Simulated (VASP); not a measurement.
# K (Cmcm) in VASP: notebook

Runs on K. Level: LDA. Tasks: single point.

All numbers are computed with VASP 6.6.1; they aren't measurements. Logs are shortened: lines on timing, memory, paths and dates and some standing lists are left out, and cuts for length are marked.

### Step 1. The cell of the first run

The structure is orthorhombic, space group Cmcm (No. 63). The conventional cell has a = 4.876 Å, b = 8.095 Å, c = 7.812 Å, α = 90.00°, β = 90.00°, γ = 90.00°.

### Step 2. Single point, LDA

Contents of INCAR:

```
ALGO     = Fast           # electronic algorithm
EDIFF    = 1E-7           # SCF threshold, eV
ENCUT    = 520            # plane-wave cutoff, eV
ISIF     = 2              # what is computed and relaxed
ISMEAR   = 0              # smearing method
LASPH    = True           # aspherical terms in the spheres
LCHARG   = False          # write CHGCAR
LREAL    = False          # projectors in reciprocal space
LWAVE    = False          # write WAVECAR
NBANDS   = 16             # bands
NELM     = 60             # most SCF steps
PREC     = Accurate       # precision mode
SIGMA    = 0.05           # smearing width, eV
```

Contents of KPOINTS:

```
k-points
0
Gamma
  8 8 6
```

Contents of POSCAR:

```
K
1.0
    2.4379623500     -4.0476104500      0.0000000000
    2.4379623500      4.0476104500      0.0000000000
    0.0000000000      0.0000000000      7.8117980100
K
2
Direct
    0.8206130200      0.1793869800      0.2500000000
    0.1793869800      0.8206130200      0.7500000000
```

Potentials or basis: VASP PAW LDA potentials, release 64 (K_sv).

Launch:

```bash
$ cat potpaw_LDA.64/K_sv/POTCAR > POTCAR
$ mpirun -np 1 vasp_std > vasp.out
```

OUTCAR:

```text
EDIFF = 1E-7
   ENCUT = 520
   ISIF = 2
   ISMEAR = 0
   LASPH = True
   LREAL = False
   NELM = 60
   PREC = Accurate

 ion  position               nearest neighbor table
   1  0.821  0.179  0.250-
   2  0.179  0.821  0.750-

  LATTYP: Found a base centered orthorhombic cell.
 ALAT       =     4.8759247000
 B/A-ratio  =     1.6602432150
 C/A-ratio  =     1.6021162119

  Lattice vectors:

 A1 = (   2.4379623500,  -4.0476104500,   0.0000000000)
 A2 = (   2.4379623500,   4.0476104500,   0.0000000000)
 A3 = (   0.0000000000,   0.0000000000,   7.8117980100)

Analysis of symmetry for initial positions (statically):
=====================================================================
 Subroutine PRICEL returns:
 Original cell was already a primitive cell.

 Routine SETGRP: Setting up the symmetry group for a
 base centered orthorhombic supercell.

 Subroutine GETGRP returns: Found  8 space group operations
 (whereof  4 operations were pure point group operations)
 out of a pool of  8 trial point group operations.

The static configuration has the point symmetry C_2h.
 The point group associated with its full space group is D_2h.

Analysis of symmetry for dynamics (positions and initial velocities):
=====================================================================
 Subroutine PRICEL returns:
 Original cell was already a primitive cell.

 Routine SETGRP: Setting up the symmetry group for a
 base centered orthorhombic supercell.

 Subroutine GETGRP returns: Found  8 space group operations
 (whereof  4 operations were pure point group operations)
 out of a pool of  8 trial point group operations.

The dynamic configuration has the point symmetry C_2h.
 The point group associated with its full space group is D_2h.

 Subroutine INISYM returns: Found  8 space group operations
 (whereof  4 operations are pure point group operations),
 and found     1 'primitive' translations

----------------------------------------------------------------------------------------

                                     Primitive cell

  volume of cell :     154.1724

  direct lattice vectors                    reciprocal lattice vectors
     2.437962350 -4.047610450  0.000000000     0.205089303 -0.123529674  0.000000000
     2.437962350  4.047610450  0.000000000     0.205089303  0.123529674  0.000000000
     0.000000000  0.000000000  7.811798010     0.000000000  0.000000000  0.128011502

  length of vectors
     4.725125477  4.725125477  7.811798010     0.239418468  0.239418468  0.128011502

  position of ions in fractional coordinates (direct lattice)
     0.820613020  0.179386980  0.250000000
     0.179386980  0.820613020  0.750000000

  ion indices of the primitive-cell ions
   primitive index   ion index
                 1           1
                 2           2

----------------------------------------------------------------------------------------

 KPOINTS: k-points

Automatic generation of k-mesh.
 Grid dimensions read from file:
 generate k-points for:    8    8    6

 Generating k-lattice:

  Cartesian coordinates                     Fractional coordinates (reciprocal lattice)
     0.025636163 -0.015441209  0.000000000     0.125000000 -0.000000000  0.000000000
     0.025636163  0.015441209  0.000000000    -0.000000000  0.125000000  0.000000000
     0.000000000  0.000000000  0.021335250     0.000000000  0.000000000  0.166666667

  Length of vectors
     0.029927308  0.029927308  0.021335250

  Shift w.r.t. Gamma in fractional coordinates (k-lattice)
     0.000000000  0.000000000  0.000000000

 Subroutine IBZKPT returns following result:
 ===========================================

 Found     84 irreducible k-points:

 Following reciprocal coordinates:
            Coordinates               Weight
  0.000000  0.000000  0.000000      1.000000
  0.125000  0.000000  0.000000      4.000000
  0.250000  0.000000  0.000000      4.000000
  0.375000 -0.000000  0.000000      4.000000
  0.500000  0.000000  0.000000      2.000000
  0.125000  0.125000  0.000000      2.000000
[... 16 lines left out ...]
  0.125000  0.000000  0.166667      8.000000
  0.250000  0.000000  0.166667      8.000000
 [... further k-points ...]
   k-points           NKPTS =     84   k-points in BZ     NKDIM =     84   number of bands    NBANDS=     16
   number of dos      NEDOS =    301   number of ions     NIONS =      2
   total plane-waves  NPLWV =  77760
   dimension x,y,z NGX =    36 NGY =   36 NGZ =   60
   dimension x,y,z NGXF=    72 NGYF=   72 NGZF=  120
   ions per type =               2
   NGX,Y,Z   is equivalent  to a cutoff of  12.67, 12.67, 12.77 a.u.
   NGXF,Y,Z  is equivalent  to a cutoff of  25.33, 25.33, 25.54 a.u.
 SYSTEM =  unknown system
   PREC   = accura    normal or accurate (medium, high low for compatibility)
   ISTART =      0    job   : 0-new  1-cont  2-samecut
   ICHARG =      2    charge: 1-file 2-atom 10-const
   ISPIN  =      1    spin polarized calculation?
   LNONCOLLINEAR =      F non collinear calculations
   LSORBIT =      F    spin-orbit coupling
   LASPH  =      T    aspherical Exc in radial PAW
   ENCUT  =  520.0 eV  38.22 Ry    6.18 a.u.   8.79  8.79 14.52*2*pi/ulx,y,z
   NELM   =     60;   NELMIN=  2; NELMDL= -5     # of ELM steps
   EDIFF  = 0.1E-06   stopping-criterion for ELM
   LREAL  =      F    real-space projection
   EDIFFG = 0.1E-05   stopping-criterion for IOM
   NSW    =      0    number of steps for IOM
   IBRION =     -1    ionic relax: 0-MD 1-quasi-New 2-CG
   NFREE  =      0    steps in history (QN), initial steepest desc. (CG)
   ISIF   =      2    stress and relaxation
   ISYM   =      2    0-nonsym 1-usesym 2-fastsym
   POTIM  = 0.5000    time-step for ionic-motion
   TEBEG  =    0.0;   TEEND  =   0.0 temperature during run
   PSTRESS=    0.0 pullay stress
   NELECT =      18.0000    total number of electrons
   NUPDOWN=      -1.0000    fix difference up-down
   EMIN   =  10.00;   EMAX   =-10.00  energy-range for DOS
   EFERMI =   0.00;   METHOD = LEGACY
   ISMEAR =     0;   SIGMA  =   0.05  broadening in eV -4-tet -1-fermi 0-gaus
   EFERMI_NEDOS =   21; number of points for ismear=-14 and -15
   IALGO  =     68    algorithm
   IMIX   =      4    mixing-type and parameters
     AMIX     =   0.40;   BMIX     =  1.00
     AMIX_MAG =   1.60;   BMIX_MAG =  1.00
  volume/ion in A,a.u.               =      77.09       520.20
  Fermi-wavevector in a.u.,A,eV,Ry     =   0.800135  1.512036  8.710674  0.640216
  Thomas-Fermi vector in A             =   1.907373
   LORBIT       =      0    0 simple, 1 ext, 2 COOP (PROOUT), +10 PAW based schemes
   GGA     = CA    functional components
   LHFCALC =     F    Hartree Fock is set to
   AEXX    =    0.0000 exact exchange contribution
   IVDW    =     0    specifies the selected vdW correction
   LEPSILON=     F    determine dielectric tensor
   LRPA    =     F    only Hartree local field effects (RPA)
 non-spin polarized calculation
 RMM-DIIS sequential band-by-band and
 Gauss-broadening in eV      SIGMA  =   0.05
  energy-cutoff  :      520.00
  volume of cell :      154.17
 maximum number of plane-waves:      4171
   NGX = 17   NGY = 17   NGZ = 29

 number of electron      18.0000000 magnetization

 Free energy of the ion-electron system (eV)
  ---------------------------------------------------
  ext. energy  EPLUGINS =         0.00000000
  ---------------------------------------------------
  free energy    TOTEN  =        -2.27655853 eV

  energy without entropy =       -2.27466235  energy(sigma->0) =       -2.27561044

 E-fermi :  -0.4000     XC(G=0):  -5.7488

 val. band max:       -0.4095192488   @ k =   0.3750   0.1250   0.3333
 cond. band min:      -0.3791549497   @ k =   0.2500   0.1250   0.3333
 fundamental gap:      0.0303642991
 Fermi energy:        -0.4000048745

 k-point     1 :       0.0000    0.0000    0.0000
  band No.  band energies     occupation
      1     -32.2509      2.00000
      2     -32.2478      2.00000
      3     -15.9926      2.00000
      4     -15.9450      2.00000
      5     -15.9401      2.00000
      6     -15.9345      2.00000
[... 8 lines left out ...]
     15       3.8329      0.00000
     16       4.0032      0.00000

 k-point     2 :       0.1250    0.0000    0.0000
  band No.  band energies     occupation
      1     -32.2505      2.00000
      2     -32.2476      2.00000
      3     -15.9897      2.00000
      4     -15.9502      2.00000
      5     -15.9430      2.00000
      6     -15.9411      2.00000
[... 8 lines left out ...]
     15       3.8701      0.00000
     16       3.9443      0.00000

 k-point     3 :       0.2500    0.0000    0.0000
  band No.  band energies     occupation
      1     -32.2495      2.00000
      2     -32.2472      2.00000
      3     -15.9819      2.00000
      4     -15.9650      2.00000
      5     -15.9570      2.00000
      6     -15.9476      2.00000
[... 8 lines left out ...]
     15       3.8905      0.00000
     16       3.9063      0.00000

 k-point     4 :       0.3750   -0.0000    0.0000
  band No.  band energies     occupation
      1     -32.2484      2.00000
      2     -32.2470      2.00000
      3     -15.9802      2.00000
      4     -15.9725      2.00000
      5     -15.9718      2.00000
      6     -15.9518      2.00000
[... 8 lines left out ...]
     15       3.6471      0.00000
     16       4.1905      0.00000

 k-point     5 :       0.5000    0.0000    0.0000
  band No.  band energies     occupation
      1     -32.2478      2.00000
      2     -32.2470      2.00000
      3     -15.9866      2.00000
      4     -15.9788      2.00000
      5     -15.9654      2.00000
      6     -15.9534      2.00000
[... 8 lines left out ...]
     15       3.5625      0.00000
     16       4.3156      0.00000

 k-point     6 :       0.1250    0.1250    0.0000
  band No.  band energies     occupation
      1     -32.2499      2.00000
      2     -32.2474      2.00000
      3     -15.9842      2.00000
      4     -15.9578      2.00000
      5     -15.9524      2.00000
      6     -15.9448      2.00000
[... 8 lines left out ...]
     15       3.7586      0.00000
     16       3.9491      0.00000

 k-point     7 :       0.2500    0.1250    0.0000
  band No.  band energies     occupation
      1     -32.2487      2.00000
      2     -32.2471      2.00000
      3     -15.9750      2.00000
      4     -15.9707      2.00000
      5     -15.9647      2.00000
      6     -15.9529      2.00000
[... 8 lines left out ...]
     15       3.3554      0.00000
     16       3.7973      0.00000

 k-point     8 :       0.3750    0.1250    0.0000
  band No.  band energies     occupation
      1     -32.2478      2.00000
      2     -32.2470      2.00000
      3     -15.9823      2.00000
      4     -15.9744      2.00000
      5     -15.9655      2.00000
      6     -15.9575      2.00000
[... 8 lines left out ...]
     15       3.2199      0.00000
     16       3.4410      0.00000

 k-point     9 :       0.5000    0.1250    0.0000
  band No.  band energies     occupation
      1     -32.2478      2.00000
      2     -32.2468      2.00000
      3     -15.9839      2.00000
      4     -15.9768      2.00000
      5     -15.9664      2.00000
      6     -15.9564      2.00000
[... 8 lines left out ...]
     15       3.2584      0.00000
     16       3.5911      0.00000
[... 172 lines left out ...]
 k-point    19 :       0.5000    0.3750    0.0000
  band No.  band energies     occupation
      1     -32.2477      2.00000
      2     -32.2463      2.00000
      3     -15.9868      2.00000
      4     -15.9775      2.00000
      5     -15.9698      2.00000
      6     -15.9620      2.00000
[... 8 lines left out ...]
     15       3.0062      0.00000
     16       3.4924      0.00000

 k-point    20 :      -0.3750    0.3750    0.0000
  band No.  band energies     occupation
      1     -32.2482      2.00000
      2     -32.2464      2.00000
      3     -15.9832      2.00000
      4     -15.9744      2.00000
      5     -15.9739      2.00000
      6     -15.9581      2.00000
[... 8 lines left out ...]
     15       3.3897      0.00000
     16       3.9152      0.00000

 k-point    21 :       0.5000    0.5000    0.0000
  band No.  band energies     occupation
      1     -32.2477      2.00000
      2     -32.2462      2.00000
      3     -15.9907      2.00000
      4     -15.9805      2.00000
      5     -15.9702      2.00000
      6     -15.9603      2.00000
[... 8 lines left out ...]
     15       3.2955      0.00000
     16       4.0614      0.00000

 k-point    22 :       0.0000    0.0000    0.1667
  band No.  band energies     occupation
      1     -32.2507      2.00000
      2     -32.2480      2.00000
      3     -15.9888      2.00000
      4     -15.9443      2.00000
      5     -15.9398      2.00000
      6     -15.9384      2.00000
[... 8 lines left out ...]
     15       3.7584      0.00000
     16       3.9249      0.00000

 k-point    23 :       0.1250    0.0000    0.1667
  band No.  band energies     occupation
      1     -32.2503      2.00000
      2     -32.2478      2.00000
      3     -15.9865      2.00000
      4     -15.9493      2.00000
      5     -15.9440      2.00000
      6     -15.9424      2.00000
[... 8 lines left out ...]
     15       3.7137      0.00000
     16       3.9573      0.00000

 k-point    24 :       0.2500    0.0000    0.1667
  band No.  band energies     occupation
      1     -32.2494      2.00000
      2     -32.2474      2.00000
      3     -15.9812      2.00000
      4     -15.9628      2.00000
      5     -15.9590      2.00000
      6     -15.9471      2.00000
[... 8 lines left out ...]
     15       3.8374      0.00000
     16       3.9313      0.00000

 [... further k-points ...]
[... 5 lines left out ...]
  --------------------------------------------------------------------------------------
  -------------------------------------------------------------------------------------
  Total       -0.5423083     -0.4785382     -0.6633739      0.0000000      0.0000000      0.0000000
  in kB       -5.6357292     -4.9730228     -6.8938572      0.0000000      0.0000000      0.0000000
  external PRESSURE =      -5.8342031 kB  Pullay stress =       0.0000000 kB

 VOLUME and BASIS-vectors are now :
 -----------------------------------------------------------------------------
  energy-cutoff  :      520.00
  volume of cell :      154.17
      direct lattice vectors                 reciprocal lattice vectors
     2.437962350 -4.047610450  0.000000000     0.205089303 -0.123529674  0.000000000
     2.437962350  4.047610450  0.000000000     0.205089303  0.123529674  0.000000000
     0.000000000  0.000000000  7.811798010     0.000000000  0.000000000  0.128011502

 POSITION                                       TOTAL-FORCE (eV/Angst)
 -----------------------------------------------------------------------------------
      2.43796     -2.59543      1.95295         0.000000     -0.002635     -0.000000
      2.43796      2.59543      5.85885         0.000000      0.002635      0.000000
 -----------------------------------------------------------------------------------
    total drift:                               -0.000000     -0.000000      0.000000

  FREE ENERGIE OF THE ION-ELECTRON SYSTEM (eV)
  ---------------------------------------------------
  free  energy   TOTEN  =        -2.2765585294 eV

  energy  without entropy=       -2.2746623504  energy(sigma->0) =       -2.27561044
```

Wall time 5.7 min (1 thread of AMD EPYC 7R43 (Zen 3), shared host); peak memory 0.27 GiB.

Results:

| Quantity | Value |
| --- | --- |
| Free energy | -2.2766 eV |
| Pressure | -0.6 GPa |
| Band gap on the k mesh | zero (bands 9 and 10 overlap by 2.49 eV) |

Forces in eV/Å, atoms in the order of the input:
```
K    0.000 -0.003  0.000
K    0.000  0.003  0.000
```

Stress tensor (GPa, compression positive):
```
-0.56  0.00  0.00
 0.00 -0.50  0.00
 0.00  0.00 -0.69
```

(Part 1 of 2 ends here.)
